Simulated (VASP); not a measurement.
# Cu in VASP: settings compared

Aim: see how the results for Cu move with the level of theory and the settings. Levels: r2SCAN, PBE. Tasks: single point.

All numbers are computed with VASP 6.6.1; they aren't measurements. Logs are shortened: lines on timing, memory, paths and dates and some standing lists are left out, and cuts for length are marked.

**1. The cell of the first run**

It takes space group P6_3/mmc (No. 194, hexagonal). Conventional cell: a = 2.534 Å, b = 2.534 Å, c = 4.113 Å, α = 90.00°, β = 90.00°, γ = 120.00°. Cu (site symmetry -6m2) has 12 Cu at 2.52 to 2.53 Å within 3.3 Å.

**2. Single point, r2SCAN**

Input file POSCAR:

```
Cu
1.0
    2.5340966698      0.0000000000      0.0000000000
   -1.2670483349      2.1945920917      0.0000000000
    0.0000000000      0.0000000000      4.1125710000
Cu
2
Direct
    0.3333333333      0.6666666667      0.2500000000
    0.6666666667      0.3333333333      0.7500000000
```

Input file INCAR.step1:

```
PREC = Accurate
ENCUT = 660
ISMEAR = 0
SIGMA = 0.1
LREAL = False
LASPH = True
NELM = 120
NBANDS = 18
GGA = PE
ALGO = Normal
EDIFF = 1E-5
LWAVE = True
LCHARG = False
GGA_COMPAT = False
```

Input file INCAR.step2:

```
PREC = Accurate
ENCUT = 660
EDIFF = 1E-6
ISMEAR = 0
SIGMA = 0.1
LREAL = False
LASPH = True
NELM = 120
ALGO = Normal
ISIF = 2
LWAVE = False
LCHARG = False
METAGGA = R2SCAN
LMIXTAU = True
NBANDS = 18
ISTART = 1
GGA_COMPAT = False
```

Input file KPOINTS:

```
regular mesh
0
Gamma
  3 3 2
```

Potentials or basis: VASP PAW PBE potentials, release 64 (Cu).

Run with:

```sh
$ cat potpaw_PBE.64/Cu/POTCAR > POTCAR
$ cp INCAR.step1 INCAR
$ mpirun -np 1 vasp_std > vasp.out
$ cp INCAR.step2 INCAR
$ mpirun -np 1 vasp_std > vasp.out
```

OUTCAR:

```text
PREC = Accurate
   ENCUT = 660
   EDIFF = 1E-6
   ISMEAR = 0
   LREAL = False
   LASPH = True
   NELM = 120
   ISIF = 2
   METAGGA = R2SCAN
   ISTART = 1

 ion  position               nearest neighbor table
   1  0.333  0.667  0.250-   2 2.52   2 2.52   2 2.52   2 2.52   2 2.52   2 2.52
   2  0.667  0.333  0.750-   1 2.52   1 2.52   1 2.52   1 2.52   1 2.52   1 2.52

  LATTYP: Found a hexagonal cell.
 ALAT       =     2.5340966698
 C/A-ratio  =     1.6228942838

  Lattice vectors:

 A1 = (   2.5340966698,   0.0000000000,   0.0000000000)
 A2 = (  -1.2670483349,   2.1945920917,   0.0000000000)
 A3 = (   0.0000000000,   0.0000000000,   4.1125710000)

Analysis of symmetry for initial positions (statically):
=====================================================================
 Subroutine PRICEL returns:
 Original cell was already a primitive cell.

 Routine SETGRP: Setting up the symmetry group for a
 hexagonal supercell.

 Subroutine GETGRP returns: Found 24 space group operations
 (whereof 12 operations were pure point group operations)
 out of a pool of 24 trial point group operations.

The static configuration has the point symmetry D_3d.
 The point group associated with its full space group is D_6h.

Analysis of symmetry for dynamics (positions and initial velocities):
=====================================================================
 Subroutine PRICEL returns:
 Original cell was already a primitive cell.

 Routine SETGRP: Setting up the symmetry group for a
 hexagonal supercell.

 Subroutine GETGRP returns: Found 24 space group operations
 (whereof 12 operations were pure point group operations)
 out of a pool of 24 trial point group operations.

The dynamic configuration has the point symmetry D_3d.
 The point group associated with its full space group is D_6h.

 Subroutine INISYM returns: Found 24 space group operations
 (whereof 12 operations are pure point group operations),
 and found     1 'primitive' translations

----------------------------------------------------------------------------------------

                                     Primitive cell

  volume of cell :      22.8713

  direct lattice vectors                    reciprocal lattice vectors
     2.534096670  0.000000000  0.000000000     0.394617937  0.227832772  0.000000000
    -1.267048335  2.194592092  0.000000000     0.000000000  0.455665544  0.000000000
     0.000000000  0.000000000  4.112571000     0.000000000  0.000000000  0.243156896

[... 62 lines left out ...]
   ENCUT  =  660.0 eV  48.51 Ry    6.96 a.u.   5.31  5.31  8.61*2*pi/ulx,y,z
   NELM   =    120;   NELMIN=  2; NELMDL=  0     # of ELM steps
   EDIFF  = 0.1E-05   stopping-criterion for ELM
   LREAL  =      F    real-space projection
   EDIFFG = 0.1E-04   stopping-criterion for IOM
   NSW    =      0    number of steps for IOM
   IBRION =     -1    ionic relax: 0-MD 1-quasi-New 2-CG
   NFREE  =      0    steps in history (QN), initial steepest desc. (CG)
   ISIF   =      2    stress and relaxation
   ISYM   =      2    0-nonsym 1-usesym 2-fastsym
   POTIM  = 0.5000    time-step for ionic-motion
   TEBEG  =    0.0;   TEEND  =   0.0 temperature during run
   PSTRESS=    0.0 pullay stress
   NELECT =      22.0000    total number of electrons
   NUPDOWN=      -1.0000    fix difference up-down
   EMIN   =  10.00;   EMAX   =-10.00  energy-range for DOS
   EFERMI =   0.00;   METHOD = LEGACY
   ISMEAR =     0;   SIGMA  =   0.10  broadening in eV -4-tet -1-fermi 0-gaus
   EFERMI_NEDOS =   21; number of points for ismear=-14 and -15
   IALGO  =     38    algorithm
   IMIX   =      4    mixing-type and parameters
     AMIX     =   0.40;   BMIX     =  1.00
     AMIX_MAG =   1.60;   BMIX_MAG =  1.00
  volume/ion in A,a.u.               =      11.44        77.17
  Fermi-wavevector in a.u.,A,eV,Ry     =   1.616041  3.053874 35.532800  2.611587
  Thomas-Fermi vector in A             =   2.710691
   LORBIT       =      0    0 simple, 1 ext, 2 COOP (PROOUT), +10 PAW based schemes
   METAGGA = R2SCAN    functional components
   LHFCALC =     F    Hartree Fock is set to
   AEXX    =    0.0000 exact exchange contribution
   IVDW    =     0    specifies the selected vdW correction
   LEPSILON=     F    determine dielectric tensor
   LRPA    =     F    only Hartree local field effects (RPA)
 non-spin polarized calculation
 Gauss-broadening in eV      SIGMA  =   0.10
  energy-cutoff  :      660.00
  volume of cell :       22.87
 maximum number of plane-waves:       894
 NGX is ok and might be reduce to    24
   NGX = 11   NGY = 11   NGZ = 17

 number of electron      21.9999996 magnetization

 Free energy of the ion-electron system (eV)
  ---------------------------------------------------
  ext. energy  EPLUGINS =         0.00000000
  ---------------------------------------------------
  free energy    TOTEN  =       -21.88398397 eV

  energy without entropy =      -21.85237689  energy(sigma->0) =      -21.86818043

 E-fermi :   6.6472     XC(G=0): -13.9572

 val. band max:        6.6010285890   @ k =   0.3333  -0.0000   0.5000
 cond. band min:       6.7447472862   @ k =   0.0000   0.0000   0.0000
 fundamental gap:      0.1437186971
 Fermi energy:         6.6471792067

 k-point     1 :       0.0000    0.0000    0.0000
  band No.  band energies     occupation
      1      -2.1211      2.00000
      2       2.3565      2.00000
      3       4.5497      2.00000
      4       4.6474      2.00000
      5       4.6474      2.00000
      6       4.8753      2.00000
[... 103 lines left out ...]
      5       4.2828      2.00000
      6       4.2828      2.00000
[... 10 lines left out ...]
     17      29.5312      0.00000
     18      29.5312      0.00000

------------------------ aborting loop because EDIFF is reached ----------------------------------------

  FORCE on cell =-STRESS in cart. coord.  units (eV):
  Direction    XX          YY          ZZ          XY          YZ          ZX
  --------------------------------------------------------------------------------------
  -------------------------------------------------------------------------------------
  Total        0.1281837      0.1281837     -0.0614887      0.0000000     -0.0000000      0.0000000
  in kB        8.9795167      8.9795167     -4.3074060      0.0000000     -0.0000000      0.0000000
  external PRESSURE =       4.5505425 kB  Pullay stress =       0.0000000 kB

 VOLUME and BASIS-vectors are now :
 -----------------------------------------------------------------------------
  energy-cutoff  :      660.00
  volume of cell :       22.87
      direct lattice vectors                 reciprocal lattice vectors
     2.534096670  0.000000000  0.000000000     0.394617937  0.227832772  0.000000000
    -1.267048335  2.194592092  0.000000000     0.000000000  0.455665544  0.000000000
     0.000000000  0.000000000  4.112571000     0.000000000  0.000000000  0.243156896

 POSITION                                       TOTAL-FORCE (eV/Angst)
 -----------------------------------------------------------------------------------
     -0.00000      1.46306      1.02814        -0.000000     -0.000000      0.000000
      1.26705      0.73153      3.08443         0.000000      0.000000      0.000000
 -----------------------------------------------------------------------------------
    total drift:                               -0.000000      0.000000     -0.000000

  FREE ENERGIE OF THE ION-ELECTRON SYSTEM (eV)
  ---------------------------------------------------
  free  energy   TOTEN  =       -21.8839839750 eV

  energy  without entropy=      -21.8523768930  energy(sigma->0) =      -21.86818043
```

OUTCAR.step1:

```text
PREC = Accurate
   ENCUT = 660
   ISMEAR = 0
   LREAL = False
   LASPH = True
[... 330 lines left out ...]
     -0.00000      1.46306      1.02814        -0.000000      0.000000      0.000000
      1.26705      0.73153      3.08443         0.000000     -0.000000      0.000000
 -----------------------------------------------------------------------------------
    total drift:                               -0.000000      0.000000     -0.000000

  FREE ENERGIE OF THE ION-ELECTRON SYSTEM (eV)
  ---------------------------------------------------
  free  energy   TOTEN  =        -7.6519645938 eV

  energy  without entropy=       -7.6186641809  energy(sigma->0) =       -7.63531439
```

It took 51 s on 1 thread of Intel Xeon Platinum 8375C at 2.90GHz (Ice Lake), shared host; peak memory 0.15 GiB.

Results:

```
Free energy            : -21.8840 eV
Pressure               : 0.5 GPa
Band gap on the k mesh : zero (band 11 reaches 12.05 eV, above the bottom of band 12 at 5.68 eV)
```

Stress tensor (GPa, compression positive):
```
 0.90  0.00  0.00
 0.00  0.90  0.00
 0.00  0.00 -0.43
```

Levels at points of the mesh, in eV from the Fermi level:
| k point | band 9 | band 10 | band 11 | band 12 | band 13 | band 14 |
| --- | --- | --- | --- | --- | --- | --- |
| (0.00, 0.00, 0.00) | -1.55 | -0.74 | -0.74 | 0.10 | 5.35 | 23.50 |
| (0.00, 0.00, 0.50) | -0.96 | -0.96 | -0.96 | -0.96 | 14.58 | 14.58 |

Caveat: the k points lie up to 0.95 Å⁻¹ apart; the PAW data sets were made with another functional, which shifts forces and pressure a little.

**3. Single point, PBE**

This run uses another cell than the first one, of 16.92 Å³/atom, 1.480 times its volume.

Input file INCAR:

```
SYSTEM = Cu
PREC = Accurate
ENCUT = 520
EDIFF = 1E-6
ISMEAR = 1
SIGMA = 0.1
LREAL = .FALSE.
LASPH = .TRUE.
NELM = 120
ALGO = Normal
ISIF = 2
LWAVE = .FALSE.
LCHARG = .TRUE.
GGA = PE
LELF = .TRUE.
LVHAR = .TRUE.
NBANDS = 18
GGA_COMPAT = .FALSE.
```

Input file KPOINTS:

```
Automatic mesh
0
G
  3 3 2
  0 0 0
```

Input file POSCAR:

```
Cu
1.0
    2.8878663036      0.0000000000      0.0000000000
   -1.4439331518      2.5009655816      0.0000000000
    0.0000000000      0.0000000000      4.6867017165
Cu
2
Direct
    0.3324914010      0.6669448041      0.2503856808
    0.6675086301      0.3330553631      0.7496143797
```

Potentials or basis: VASP PAW PBE potentials, release 64 (Cu).

Run with:

```sh
$ cat potpaw_PBE.64/Cu/POTCAR > POTCAR
$ mpirun -np 1 vasp_std > vasp.out
```

Run time: 14 s. Hardware: 1 thread of Intel Xeon Platinum 8375C at 2.90GHz (Ice Lake), shared host; peak memory 0.14 GiB.

It converged, with:

```
Free energy            : -6.7823 eV
Pressure               : -20.2 GPa
Largest force          : 0.016 eV/Å
Band gap on the k mesh : zero (band 11 reaches 7.25 eV, above the bottom of band 12 at 2.32 eV)
```

Forces in eV/Å, atoms in the order of the input:
```
Cu   0.002  0.000  0.016
Cu  -0.002  0.000 -0.016
```

Stress tensor (GPa, compression positive):
```
-19.98   0.02   0.00
  0.02 -19.97   0.00
  0.00   0.00 -20.63
```

Levels at points of the mesh, in eV from the Fermi level:
| k point | band 8 | band 9 | band 10 | band 11 | band 12 | band 13 | band 14 | band 15 |
| --- | --- | --- | --- | --- | --- | --- | --- | --- |
| (0.00, 0.00, 0.00) | -0.98 | -0.98 | -0.54 | -0.54 | 0.85 | 3.22 | 17.62 | 17.64 |
| (0.00, 0.00, 0.50) | -1.23 | -0.67 | -0.66 | -0.66 | -0.66 | 10.78 | 10.81 | 19.10 |

Caveat: the k points lie up to 0.84 Å⁻¹ apart.
